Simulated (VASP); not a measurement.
# WC (P-6m2) in VASP: notebook, part 2 of 3

VASP 6.6.1. The steps go on from the part before.

## (3) Electric field gradients, PBEsol (9.89 Å³/atom)

This run uses another cell than the first one, of 9.89 Å³/atom.

Contents of INCAR:

```
ALGO     = Normal         # electronic algorithm
EDIFF    = 1E-8           # SCF threshold, eV
ENCUT    = 520            # plane-wave cutoff, eV
GGA      = PS             # functional
ISIF     = 2              # what is computed and relaxed
ISMEAR   = -1             # smearing method
LASPH    = T              # aspherical terms in the spheres
LCHARG   = F              # write CHGCAR
LEFG     = T            
LREAL    = F              # projectors in reciprocal space
LWAVE    = F              # write WAVECAR
NBANDS   = 16             # bands
NELM     = 60             # most SCF steps
PREC     = Accurate       # precision mode
SIGMA    = 0.05           # smearing width, eV
```

Contents of KPOINTS:

```
k-points
0
Gamma
  13 13 12
```

Contents of POSCAR:

```
WC
1.0
    2.8613006652      0.0000000000      0.0000000000
   -1.4306503326      2.4779590640      0.0000000000
    0.0000000000      0.0000000000      2.7907655833
W C
1 1
Direct
    0.0000000000      0.0000000000      0.0000000000
    0.6666666667      0.3333333333      0.5000000000
```

Potentials or basis: VASP PAW PBE potentials, release 64 (W_sv, C).

On the command line:

```sh
$ cat potpaw_PBE.64/W_sv/POTCAR potpaw_PBE.64/C/POTCAR > POTCAR
$ mpirun -np 1 vasp_std > vasp.out
```

OUTCAR:

```text
EDIFF = 1E-8
   ENCUT = 520
   GGA = PS
   ISIF = 2
   ISMEAR = -1
   LASPH = T
   LREAL = F
   NELM = 60
   PREC = Accurate

 ion  position               nearest neighbor table
   1  0.000  0.000  0.000-   2 2.16   2 2.16   2 2.16   2 2.16   2 2.16   2 2.16
   2  0.667  0.333  0.500-   1 2.16   1 2.16   1 2.16   1 2.16   1 2.16   1 2.16

  LATTYP: Found a hexagonal cell.
 ALAT       =     2.8613006652
 C/A-ratio  =     0.9753485949

  Lattice vectors:

 A1 = (   2.8613006652,   0.0000000000,   0.0000000000)
 A2 = (  -1.4306503326,   2.4779590640,   0.0000000000)
 A3 = (   0.0000000000,   0.0000000000,   2.7907655833)

Analysis of symmetry for initial positions (statically):
=====================================================================
 Subroutine PRICEL returns:
 Original cell was already a primitive cell.

 Routine SETGRP: Setting up the symmetry group for a
 hexagonal supercell.

 Subroutine GETGRP returns: Found 12 space group operations
 (whereof 12 operations were pure point group operations)
 out of a pool of 24 trial point group operations.

The static configuration has the point symmetry D_3h.

Analysis of symmetry for dynamics (positions and initial velocities):
=====================================================================
 Subroutine PRICEL returns:
 Original cell was already a primitive cell.

 Routine SETGRP: Setting up the symmetry group for a
 hexagonal supercell.

 Subroutine GETGRP returns: Found 12 space group operations
 (whereof 12 operations were pure point group operations)
 out of a pool of 24 trial point group operations.

The dynamic configuration has the point symmetry D_3h.

 Subroutine INISYM returns: Found 12 space group operations
 (whereof 12 operations are pure point group operations),
 and found     1 'primitive' translations

----------------------------------------------------------------------------------------

                                     Primitive cell

  volume of cell :      19.7870

  direct lattice vectors                    reciprocal lattice vectors
     2.861300665  0.000000000  0.000000000     0.349491409  0.201778959  0.000000000
    -1.430650333  2.477959064  0.000000000     0.000000000  0.403557918  0.000000000
     0.000000000  0.000000000  2.790765583     0.000000000  0.000000000  0.358324614

  length of vectors
     2.861300665  2.861300665  2.790765583     0.403557918  0.403557918  0.358324614

  position of ions in fractional coordinates (direct lattice)
     0.000000000  0.000000000  0.000000000
     0.666666667  0.333333333  0.500000000

  ion indices of the primitive-cell ions
   primitive index   ion index
                 1           1
                 2           2

----------------------------------------------------------------------------------------

 KPOINTS: k-points

[... 72 lines left out ...]
   NFREE  =      0    steps in history (QN), initial steepest desc. (CG)
   ISIF   =      2    stress and relaxation
   ISYM   =      2    0-nonsym 1-usesym 2-fastsym
   POTIM  = 0.5000    time-step for ionic-motion
   TEBEG  =    0.0;   TEEND  =   0.0 temperature during run
   PSTRESS=    0.0 pullay stress
   NELECT =      18.0000    total number of electrons
   NUPDOWN=      -1.0000    fix difference up-down
   EMIN   =  10.00;   EMAX   =-10.00  energy-range for DOS
   EFERMI =   0.00;   METHOD = LEGACY
   ISMEAR =    -1;   SIGMA  =   0.05  broadening in eV -4-tet -1-fermi 0-gaus
   EFERMI_NEDOS =   21; number of points for ismear=-14 and -15
   IALGO  =     38    algorithm
   IMIX   =      4    mixing-type and parameters
     AMIX     =   0.40;   BMIX     =  1.00
     AMIX_MAG =   1.60;   BMIX_MAG =  1.00
  volume/ion in A,a.u.               =       9.89        66.76
  Fermi-wavevector in a.u.,A,eV,Ry     =   1.586251  2.997580 34.234889  2.516193
  Thomas-Fermi vector in A             =   2.685591
   LORBIT       =      0    0 simple, 1 ext, 2 COOP (PROOUT), +10 PAW based schemes
   GGA     = PS    functional components
   LHFCALC =     F    Hartree Fock is set to
   AEXX    =    0.0000 exact exchange contribution
   IVDW    =     0    specifies the selected vdW correction
   LEPSILON=     F    determine dielectric tensor
   LRPA    =     F    only Hartree local field effects (RPA)
 non-spin polarized calculation
  energy-cutoff  :      520.00
  volume of cell :       19.79
 maximum number of plane-waves:       555
 NGX is ok and might be reduce to    24
   NGX = 11   NGY = 11   NGZ = 11

 number of electron      17.9999999 magnetization

 Free energy of the ion-electron system (eV)
  ---------------------------------------------------
  ext. energy  EPLUGINS =         0.00000000
  ---------------------------------------------------
  free energy    TOTEN  =       -23.85323172 eV

  energy without entropy =      -23.85090705  energy(sigma->0) =      -23.85206939

 E-fermi :  11.6467     XC(G=0): -14.1926

 val. band max:       11.6106943506   @ k =   0.0769   0.0769   0.5000
 cond. band min:      11.6723588382   @ k =   0.4615   0.0769   0.4167
 fundamental gap:      0.0616644876
 Fermi energy:        11.6467431563

 k-point     1 :       0.0000    0.0000    0.0000
  band No.  band energies     occupation
      1     -62.2055      2.00000
      2     -26.1899      2.00000
      3     -26.0720      2.00000
      4     -26.0720      2.00000
      5      -3.1717      2.00000
      6       7.0154      2.00000
[... 433 lines left out ...]
      3     -26.2215      2.00000
      4     -26.1161      2.00000
      5      -2.3632      2.00000
      6       6.8515      2.00000
[... 8 lines left out ...]
     15      25.5481      0.00000
     16      29.9565      0.00000

 [... further k-points ...]

------------------------ aborting loop because EDIFF is reached ----------------------------------------

  FORCE on cell =-STRESS in cart. coord.  units (eV):
  Direction    XX          YY          ZZ          XY          YZ          ZX
  --------------------------------------------------------------------------------------
  -------------------------------------------------------------------------------------
  Total        2.2140705      2.2140705      2.5395849      0.0000000      0.0000000      0.0000000
  in kB      179.2755427    179.2755427    205.6327720      0.0000000      0.0000000      0.0000000
  external PRESSURE =     188.0612858 kB  Pullay stress =       0.0000000 kB

 VOLUME and BASIS-vectors are now :
 -----------------------------------------------------------------------------
  energy-cutoff  :      520.00
  volume of cell :       19.79
      direct lattice vectors                 reciprocal lattice vectors
     2.861300665  0.000000000  0.000000000     0.349491409  0.201778959  0.000000000
    -1.430650333  2.477959064  0.000000000     0.000000000  0.403557918  0.000000000
     0.000000000  0.000000000  2.790765583     0.000000000  0.000000000  0.358324614

 POSITION                                       TOTAL-FORCE (eV/Angst)
 -----------------------------------------------------------------------------------
      0.00000      0.00000      0.00000         0.000000     -0.000000      0.000000
      1.43065      0.82599      1.39538        -0.000000      0.000000      0.000000
 -----------------------------------------------------------------------------------
    total drift:                               -0.000000      0.000000      0.000000

  FREE ENERGIE OF THE ION-ELECTRON SYSTEM (eV)
  ---------------------------------------------------
  free  energy   TOTEN  =       -23.8532317215 eV

  energy  without entropy=      -23.8509070544  energy(sigma->0) =      -23.85206939

 Electric field gradients (V/A^2)
---------------------------------------------------------------------
 ion       V_xx      V_yy      V_zz      V_xy      V_xz      V_yz
---------------------------------------------------------------------
   1      82.355    82.355  -164.710    -0.000    -0.000     0.000
   2      -0.225    -0.224     0.449     0.000     0.000     0.000
---------------------------------------------------------------------

 Electric field gradients after diagonalization (V/A^2)
 (convention: |V_zz| > |V_xx| > |V_yy|)
----------------------------------------------------------------------
 ion       V_xx      V_yy      V_zz     asymmetry (V_yy - V_xx)/ V_zz
----------------------------------------------------------------------
   1      82.355    82.355  -164.710       0.000
   2      -0.225    -0.224     0.449       0.001
----------------------------------------------------------------------

           NMR quadrupolar parameters

 Cq : quadrupolar parameter    Cq=e*Q*V_zz/h
 eta: asymmetry parameters     (V_yy - V_xx)/ V_zz
 Q  : nuclear electric quadrupole moment in mb (millibarn)
----------------------------------------------------------------------
 ion       Cq(MHz)       eta       Q (mb)
----------------------------------------------------------------------
   1      -0.398       0.000       1.000
   2       0.001       0.001       1.000
----------------------------------------------------------------------
```

Run time: 47 s. Hardware: 1 thread of Intel Xeon 8259CL, shared host; peak memory 0.18 GiB.

Results:

```yaml
Free_energy: -23.8532 eV
Pressure: 18.8 GPa
Band_gap_on_the_k_mesh: zero (bands 9 and 10 overlap by 1.34 eV)
Largest_electric_field_gradient_by_atom: W -164.7; C +0.4 V/Å²
```

Stress tensor (GPa, compression positive):
```
17.93  0.00  0.00
 0.00 17.93  0.00
 0.00  0.00 20.56
```

Electric field gradients, principal values (V/Å²):
```tsv
atom	least	middle	greatest (by size)
1 W	82.355	82.355	-164.710
2 C	-0.224	-0.225	0.449
```

Caveat: the cell stands under pressure; without QUAD_EFG the Cq values of the log hold for a quadrupole moment of 1 mb, not for the nuclei; the PAW data sets were made with another functional, which shifts forces and pressure a little; spin-orbit coupling is left out, which moves the levels of the heavy elements.

## (4) Electric field gradients, PBEsol (10.20 Å³/atom)

This run uses another cell than the first one, of 10.20 Å³/atom.

Contents of INCAR:

```
PREC = Accurate ; ENCUT = 520
EDIFF = 1E-8 ; ISMEAR = -1
SIGMA = 0.05 ; LREAL = F
LASPH = T ; NELM = 100
ALGO = Normal ; ISIF = 2
LWAVE = F ; LCHARG = F
GGA = PS ; LEFG = T
NBANDS = 16
```

Contents of KPOINTS:

```
Automatic mesh
0
Gamma
  13 13 12
```

Contents of POSCAR:

```
WC
1.0
    2.8908006898      0.0000000000      0.0000000000
   -1.4454003449      2.5035068347      0.0000000000
    0.0000000000      0.0000000000      2.8195383909
W C
1 1
Direct
    0.0000000000      0.0000000000      0.0000000000
    0.6666666667      0.3333333333      0.5000000000
```

Potentials or basis: VASP PAW PBE potentials, release 64 (W_sv, C).

On the command line:

```sh
$ cat potpaw_PBE.64/W_sv/POTCAR potpaw_PBE.64/C/POTCAR > POTCAR
$ mpirun -np 1 vasp_std > vasp.out
```

OUTCAR:

```text
PREC = Accurate
   ENCUT = 520
   EDIFF = 1E-8
   ISMEAR = -1
   LREAL = F
   LASPH = T
   NELM = 100
   ISIF = 2
   GGA = PS

 ion  position               nearest neighbor table
   1  0.000  0.000  0.000-   2 2.18   2 2.18   2 2.18   2 2.18   2 2.18   2 2.18
   2  0.667  0.333  0.500-   1 2.18   1 2.18   1 2.18   1 2.18   1 2.18   1 2.18

  LATTYP: Found a hexagonal cell.
 ALAT       =     2.8908006898
 C/A-ratio  =     0.9753485949

  Lattice vectors:

 A1 = (   2.8908006898,   0.0000000000,   0.0000000000)
 A2 = (  -1.4454003449,   2.5035068347,   0.0000000000)
 A3 = (   0.0000000000,   0.0000000000,   2.8195383909)

Analysis of symmetry for initial positions (statically):
=====================================================================
 Subroutine PRICEL returns:
 Original cell was already a primitive cell.

 Routine SETGRP: Setting up the symmetry group for a
 hexagonal supercell.

 Subroutine GETGRP returns: Found 12 space group operations
 (whereof 12 operations were pure point group operations)
 out of a pool of 24 trial point group operations.

The static configuration has the point symmetry D_3h.

Analysis of symmetry for dynamics (positions and initial velocities):
=====================================================================
 Subroutine PRICEL returns:
 Original cell was already a primitive cell.

 Routine SETGRP: Setting up the symmetry group for a
 hexagonal supercell.

 Subroutine GETGRP returns: Found 12 space group operations
 (whereof 12 operations were pure point group operations)
 out of a pool of 24 trial point group operations.

[... 157 lines left out ...]
      1     -62.7217      2.00000
      2     -26.7065      2.00000
      3     -26.6007      2.00000
      4     -26.6007      2.00000
      5      -3.3836      2.00000
      6       6.7485      2.00000
[... 433 lines left out ...]
      3     -26.7350      2.00000
      4     -26.6403      2.00000
      5      -2.6077      2.00000
      6       6.5699      2.00000
[... 8 lines left out ...]
     15      24.8655      0.00000
     16      29.1907      0.00000

 [... further k-points ...]

------------------------ aborting loop because EDIFF is reached ----------------------------------------

  FORCE on cell =-STRESS in cart. coord.  units (eV):
  Direction    XX          YY          ZZ          XY          YZ          ZX
  --------------------------------------------------------------------------------------
  -------------------------------------------------------------------------------------
  Total        0.5758584      0.5758584      0.6424368      0.0000000      0.0000000      0.0000000
  in kB       45.2148758     45.2148758     50.4424330      0.0000000      0.0000000      0.0000000
  external PRESSURE =      46.9573948 kB  Pullay stress =       0.0000000 kB

 VOLUME and BASIS-vectors are now :
 -----------------------------------------------------------------------------
  energy-cutoff  :      520.00
  volume of cell :       20.41
      direct lattice vectors                 reciprocal lattice vectors
     2.890800690  0.000000000  0.000000000     0.345924921  0.199719846  0.000000000
    -1.445400345  2.503506835  0.000000000     0.000000000  0.399439692  0.000000000
     0.000000000  0.000000000  2.819538391     0.000000000  0.000000000  0.354667985

 POSITION                                       TOTAL-FORCE (eV/Angst)
 -----------------------------------------------------------------------------------
      0.00000      0.00000      0.00000         0.000000     -0.000000      0.000000
      1.44540      0.83450      1.40977        -0.000000      0.000000      0.000000
 -----------------------------------------------------------------------------------
    total drift:                                0.000000     -0.000000      0.000000

  FREE ENERGIE OF THE ION-ELECTRON SYSTEM (eV)
  ---------------------------------------------------
  free  energy   TOTEN  =       -23.8982359249 eV

  energy  without entropy=      -23.8955735410  energy(sigma->0) =      -23.89690473

 Electric field gradients (V/A^2)
---------------------------------------------------------------------
 ion       V_xx      V_yy      V_zz      V_xy      V_xz      V_yz
---------------------------------------------------------------------
   1      75.751    75.751  -151.502     0.000    -0.000    -0.000
   2      -0.131    -0.131     0.262     0.000    -0.000    -0.000
---------------------------------------------------------------------

 Electric field gradients after diagonalization (V/A^2)
 (convention: |V_zz| > |V_xx| > |V_yy|)
----------------------------------------------------------------------
 ion       V_xx      V_yy      V_zz     asymmetry (V_yy - V_xx)/ V_zz
----------------------------------------------------------------------
   1      75.751    75.751  -151.502       0.000
   2      -0.132    -0.131     0.262       0.003
----------------------------------------------------------------------

           NMR quadrupolar parameters

 Cq : quadrupolar parameter    Cq=e*Q*V_zz/h
 eta: asymmetry parameters     (V_yy - V_xx)/ V_zz
 Q  : nuclear electric quadrupole moment in mb (millibarn)
----------------------------------------------------------------------
 ion       Cq(MHz)       eta       Q (mb)
----------------------------------------------------------------------
   1      -0.366       0.000       1.000
   2       0.001       0.003       1.000
----------------------------------------------------------------------
```

stdout:

```text
POSCAR found type information on POSCAR W C
 POSCAR found :  2 types and       2 ions
 scaLAPACK will be used
 -----------------------------------------------------------------------------
|                                                                             |
|                                                                             |
|     You enforced a specific xc type in the INCAR file but a different       |
|     I HOPE YOU KNOW WHAT YOU ARE DOING!                                     |
|                                                                             |
 -----------------------------------------------------------------------------

 LDA part: xc-table for (Slater+PW92), standard interpolation
 POSCAR, INCAR and KPOINTS ok, starting setup
 FFT: planning ... GRIDC
 FFT: planning ... GRID_SOFT
 FFT: planning ... GRID
 WAVECAR not read
 entering main loop
ion   1

ion   2
```

Run time: 52 s. Hardware: 1 thread of Intel Xeon 8259CL, shared host; peak memory 0.18 GiB.

What came out:

```yaml
Free_energy: -23.8982 eV
Pressure: 4.7 GPa
Band_gap_on_the_k_mesh: zero (bands 9 and 10 overlap by 1.29 eV)
Largest_electric_field_gradient_by_atom: W -151.5; C +0.3 V/Å²
```

Stress tensor (GPa, compression positive):
```
4.52 0.00 0.00
0.00 4.52 0.00
0.00 0.00 5.04
```

Electric field gradients, principal values (V/Å²):
```tsv
atom	least	middle	greatest (by size)
1 W	75.751	75.751	-151.502
2 C	-0.131	-0.132	0.262
```

Caveat: the cell stands under pressure; without QUAD_EFG the Cq values of the log hold for a quadrupole moment of 1 mb, not for the nuclei; the PAW data sets were made with another functional, which shifts forces and pressure a little; spin-orbit coupling is left out, which moves the levels of the heavy elements.

(Continued in part 3 of 3.)
